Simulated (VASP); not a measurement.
# P (Pm-3m) in VASP: single point with PBE

Aim: the single point of P with PBE.

All numbers are computed with VASP 6.6.1; they aren't measurements. Logs are shortened: lines on timing, memory, paths and dates and some standing lists are left out, and cuts for length are marked.

### Step 1. The cell of the first run

The structure is cubic, space group Pm-3m (No. 221). The conventional cell has a = 2.445 Å, b = 2.445 Å, c = 2.445 Å, α = 90.00°, β = 90.00°, γ = 90.00°. Within 3.2 Å of P (site symmetry m-3m) lie 6 P at 2.45 Å.

### Step 2. Single point, PBE

File INCAR:

```
SYSTEM = P
PREC = Accurate ; ENCUT = 520
EDIFF = 1E-7 ; ISMEAR = -1
SIGMA = 0.13605693000000002 ; LREAL = .False.
LASPH = .True. ; NELM = 100
ALGO = Normal ; ISIF = 2
LWAVE = .False. ; LCHARG = .True.
GGA = PE ; LELF = .True.
LVHAR = .True. ; NBANDS = 8
```

File KPOINTS:

```
Automatic mesh
0
Gamma
  13 13 13
  0 0 0
```

File POSCAR:

```
P
1.0
    2.4452636526      0.0000000000      0.0000000000
    0.0000000000      2.4452636526      0.0000000000
    0.0000000000      0.0000000000      2.4452636526
P
1
Direct
    0.0000000000      0.0000000000      0.0000000000
```

Potentials or basis: VASP PAW PBE potentials, release 64 (P).

Command:

```sh
$ cat potpaw_PBE.64/P/POTCAR > POTCAR
$ mpirun -np 1 vasp_std > vasp.out
```

OUTCAR:

```text
SYSTEM = P
   PREC = Accurate
   ENCUT = 520
   EDIFF = 1E-7
   ISMEAR = -1
   LREAL = .False.
   LASPH = .True.
   NELM = 100
   ISIF = 2
   GGA = PE

 ion  position               nearest neighbor table
   1  0.000  0.000  0.000-

  LATTYP: Found a simple cubic cell.
 ALAT       =     2.4452636526

  Lattice vectors:

 A1 = (   2.4452636526,   0.0000000000,   0.0000000000)
 A2 = (   0.0000000000,   2.4452636526,   0.0000000000)
 A3 = (   0.0000000000,   0.0000000000,   2.4452636526)

Analysis of symmetry for initial positions (statically):
=====================================================================
 Subroutine PRICEL returns:
 Original cell was already a primitive cell.

 Routine SETGRP: Setting up the symmetry group for a
 simple cubic supercell.

 Subroutine GETGRP returns: Found 48 space group operations
 (whereof 48 operations were pure point group operations)
 out of a pool of 48 trial point group operations.

The static configuration has the point symmetry O_h .

Analysis of symmetry for dynamics (positions and initial velocities):
=====================================================================
 Subroutine PRICEL returns:
 Original cell was already a primitive cell.

 Routine SETGRP: Setting up the symmetry group for a
 simple cubic supercell.

 Subroutine GETGRP returns: Found 48 space group operations
 (whereof 48 operations were pure point group operations)
 out of a pool of 48 trial point group operations.

The dynamic configuration has the point symmetry O_h .

 Subroutine INISYM returns: Found 48 space group operations
 (whereof 48 operations are pure point group operations),
 and found     1 'primitive' translations

----------------------------------------------------------------------------------------

                                     Primitive cell

  volume of cell :      14.6210

  direct lattice vectors                    reciprocal lattice vectors
     2.445263653  0.000000000  0.000000000     0.408953856  0.000000000  0.000000000
     0.000000000  2.445263653  0.000000000     0.000000000  0.408953856  0.000000000
     0.000000000  0.000000000  2.445263653     0.000000000  0.000000000  0.408953856

  length of vectors
     2.445263653  2.445263653  2.445263653     0.408953856  0.408953856  0.408953856

  position of ions in fractional coordinates (direct lattice)
     0.000000000  0.000000000  0.000000000

  ion indices of the primitive-cell ions
   primitive index   ion index
                 1           1

----------------------------------------------------------------------------------------

 KPOINTS: Automatic mesh

Automatic generation of k-mesh.
 Grid dimensions read from file:
 generate k-points for:   13   13   13

 Generating k-lattice:

  Cartesian coordinates                     Fractional coordinates (reciprocal lattice)
     0.031457989  0.000000000  0.000000000     0.076923077  0.000000000  0.000000000
     0.000000000  0.031457989  0.000000000     0.000000000  0.076923077  0.000000000
     0.000000000  0.000000000  0.031457989     0.000000000  0.000000000  0.076923077

  Length of vectors
     0.031457989  0.031457989  0.031457989

  Shift w.r.t. Gamma in fractional coordinates (k-lattice)
     0.000000000  0.000000000  0.000000000

 Subroutine IBZKPT returns following result:
 ===========================================

 Found     84 irreducible k-points:

 Following reciprocal coordinates:
            Coordinates               Weight
  0.000000  0.000000  0.000000      1.000000
  0.076923  0.000000  0.000000      6.000000
  0.153846  0.000000  0.000000      6.000000
  0.230769  0.000000  0.000000      6.000000
  0.307692  0.000000  0.000000      6.000000
  0.384615  0.000000  0.000000      6.000000
[... 16 lines left out ...]
  0.307692  0.307692  0.000000     12.000000
  0.384615  0.307692  0.000000     24.000000
 [... further k-points ...]
   k-points           NKPTS =     84   k-points in BZ     NKDIM =     84   number of bands    NBANDS=      8
   number of dos      NEDOS =    301   number of ions     NIONS =      1
   total plane-waves  NPLWV =   5832
   dimension x,y,z NGX =    18 NGY =   18 NGZ =   18
   dimension x,y,z NGXF=    36 NGYF=   36 NGZF=   36
   ions per type =               1
   NGX,Y,Z   is equivalent  to a cutoff of  12.24, 12.24, 12.24 a.u.
   NGXF,Y,Z  is equivalent  to a cutoff of  24.48, 24.48, 24.48 a.u.
 SYSTEM =  P
   PREC   = accura    normal or accurate (medium, high low for compatibility)
   ISTART =      0    job   : 0-new  1-cont  2-samecut
   ICHARG =      2    charge: 1-file 2-atom 10-const
   ISPIN  =      1    spin polarized calculation?
   LNONCOLLINEAR =      F non collinear calculations
   LSORBIT =      F    spin-orbit coupling
   LASPH  =      T    aspherical Exc in radial PAW
   ENCUT  =  520.0 eV  38.22 Ry    6.18 a.u.   4.55  4.55  4.55*2*pi/ulx,y,z
   NELM   =    100;   NELMIN=  2; NELMDL= -5     # of ELM steps
   EDIFF  = 0.1E-06   stopping-criterion for ELM
   LREAL  =      F    real-space projection
   EDIFFG = 0.1E-05   stopping-criterion for IOM
   NSW    =      0    number of steps for IOM
   IBRION =     -1    ionic relax: 0-MD 1-quasi-New 2-CG
   NFREE  =      0    steps in history (QN), initial steepest desc. (CG)
   ISIF   =      2    stress and relaxation
   ISYM   =      2    0-nonsym 1-usesym 2-fastsym
   POTIM  = 0.5000    time-step for ionic-motion
   TEBEG  =    0.0;   TEEND  =   0.0 temperature during run
   PSTRESS=    0.0 pullay stress
   NELECT =       5.0000    total number of electrons
   NUPDOWN=      -1.0000    fix difference up-down
   EMIN   =  10.00;   EMAX   =-10.00  energy-range for DOS
   EFERMI =   0.00;   METHOD = LEGACY
   ISMEAR =    -1;   SIGMA  =   0.14  broadening in eV -4-tet -1-fermi 0-gaus
   EFERMI_NEDOS =   21; number of points for ismear=-14 and -15
   IALGO  =     38    algorithm
   IMIX   =      4    mixing-type and parameters
     AMIX     =   0.40;   BMIX     =  1.00
     AMIX_MAG =   1.60;   BMIX_MAG =  1.00
  volume/ion in A,a.u.               =      14.62        98.67
  Fermi-wavevector in a.u.,A,eV,Ry     =   1.144825  2.163406 17.832129  1.310624
  Thomas-Fermi vector in A             =   2.281516
   LORBIT       =      0    0 simple, 1 ext, 2 COOP (PROOUT), +10 PAW based schemes
   GGA     = PE    functional components
   LHFCALC =     F    Hartree Fock is set to
   AEXX    =    0.0000 exact exchange contribution
   IVDW    =     0    specifies the selected vdW correction
   LEPSILON=     F    determine dielectric tensor
   LRPA    =     F    only Hartree local field effects (RPA)
 non-spin polarized calculation
  energy-cutoff  :      520.00
  volume of cell :       14.62
 maximum number of plane-waves:       413
   NGX =  9   NGY =  9   NGZ =  9

 number of electron       4.9999999 magnetization

 Free energy of the ion-electron system (eV)
  ---------------------------------------------------
  ext. energy  EPLUGINS =         0.00000000
  ---------------------------------------------------
  free energy    TOTEN  =        -5.28333025 eV

  energy without entropy =       -5.26583847  energy(sigma->0) =       -5.27458436

 E-fermi :   9.6890     XC(G=0): -11.2611

 val. band max:        9.6583584690   @ k =   0.1538   0.1538   0.0000
 cond. band min:       9.7513342472   @ k =   0.1538   0.0000   0.0000
 fundamental gap:      0.0929757782
 Fermi energy:         9.6889877727

 k-point     1 :       0.0000    0.0000    0.0000
  band No.  band energies     occupation
      1      -6.8742      2.00000
      2      14.5799      0.00000
      3      14.5799      0.00000
      4      14.5799      0.00000
      5      16.3947      0.00000
      6      16.3947      0.00000
      7      23.8154      0.00000
      8      33.9542      0.00000

 k-point     2 :       0.0769    0.0000    0.0000
  band No.  band energies     occupation
      1      -6.7396      2.00000
      2      12.4848      0.00000
      3      14.6857      0.00000
      4      14.6857      0.00000
      5      16.5018      0.00000
      6      18.3183      0.00000
      7      24.2845      0.00000
      8      32.9640      0.00000

 k-point     3 :       0.1538    0.0000    0.0000
  band No.  band energies     occupation
      1      -6.3383      2.00000
      2       9.7513      0.77481
      3      14.9978      0.00000
      4      14.9978      0.00000
      5      16.8145      0.00000
      6      20.3958      0.00000
      7      25.7806      0.00000
      8      30.9064      0.00000

 k-point     4 :       0.2308    0.0000    0.0000
  band No.  band energies     occupation
      1      -5.6792      2.00000
      2       7.1378      2.00000
      3      15.4974      0.00000
      4      15.4974      0.00000
      5      17.3034      0.00000
      6      21.9169      0.00000
      7      27.9957      0.00000
      8      28.6928      0.00000

 k-point     5 :       0.3077    0.0000    0.0000
  band No.  band energies     occupation
      1      -4.7847      2.00000
      2       4.7465      2.00000
      3      16.1394      0.00000
      4      16.1394      0.00000
      5      17.9050      0.00000
      6      23.2228      0.00000
      7      26.6685      0.00000
      8      26.6685      0.00000
[... 177 lines left out ...]
 k-point    22 :       0.4615    0.2308    0.0000
  band No.  band energies     occupation
      1      -1.5521      2.00000
      2       2.2661      2.00000
      3      10.5282      0.00418
      4      16.4153      0.00000
      5      18.1681      0.00000
      6      23.4041      0.00000
      7      24.9621      0.00000
      8      28.9248      0.00000

 k-point    23 :       0.3077    0.3077    0.0000
  band No.  band energies     occupation
      1      -2.7003      2.00000
      2       5.9843      2.00000
      3       7.3183      2.00000
      4      17.0163      0.00000
      5      17.6488      0.00000
      6      22.9377      0.00000
      7      28.0419      0.00000
      8      28.0801      0.00000

 k-point    24 :       0.3846    0.3077    0.0000
  band No.  band energies     occupation
      1      -1.6309      2.00000
      2       4.4599      2.00000
      3       7.6345      2.00000
      4      15.1924      0.00000
      5      18.3006      0.00000
      6      23.8486      0.00000
      7      26.4884      0.00000
      8      28.5974      0.00000

 [... further k-points ...]
[... 5 lines left out ...]
  --------------------------------------------------------------------------------------
  -------------------------------------------------------------------------------------
  Total       -0.0042209     -0.0042209     -0.0042209      0.0000000      0.0000000      0.0000000
  in kB       -0.4625333     -0.4625333     -0.4625333      0.0000000      0.0000000      0.0000000
  external PRESSURE =      -0.4625333 kB  Pullay stress =       0.0000000 kB

 VOLUME and BASIS-vectors are now :
 -----------------------------------------------------------------------------
  energy-cutoff  :      520.00
  volume of cell :       14.62
      direct lattice vectors                 reciprocal lattice vectors
     2.445263653  0.000000000  0.000000000     0.408953856  0.000000000  0.000000000
     0.000000000  2.445263653  0.000000000     0.000000000  0.408953856  0.000000000
     0.000000000  0.000000000  2.445263653     0.000000000  0.000000000  0.408953856

 POSITION                                       TOTAL-FORCE (eV/Angst)
 -----------------------------------------------------------------------------------
      0.00000      0.00000      0.00000         0.000000      0.000000      0.000000
 -----------------------------------------------------------------------------------
    total drift:                                0.000000      0.000000      0.000000

  FREE ENERGIE OF THE ION-ELECTRON SYSTEM (eV)
  ---------------------------------------------------
  free  energy   TOTEN  =        -5.2833302531 eV

  energy  without entropy=       -5.2658384681  energy(sigma->0) =       -5.27458436
```

Run time: 3 s. Hardware: 1 thread of Intel Xeon 6975P-C (Granite Rapids), shared host; peak memory 0.11 GiB.

Results:

- Free energy: -5.2833 eV
- Pressure: 0.0 GPa

Levels at points of the mesh, in eV from the Fermi level:
```
           k point  band 1  band 2  band 3  band 4  band 5  band 6  band 7
(0.00, 0.00, 0.00)  -16.56    4.89    4.89    4.89    6.71    6.71   14.13
```
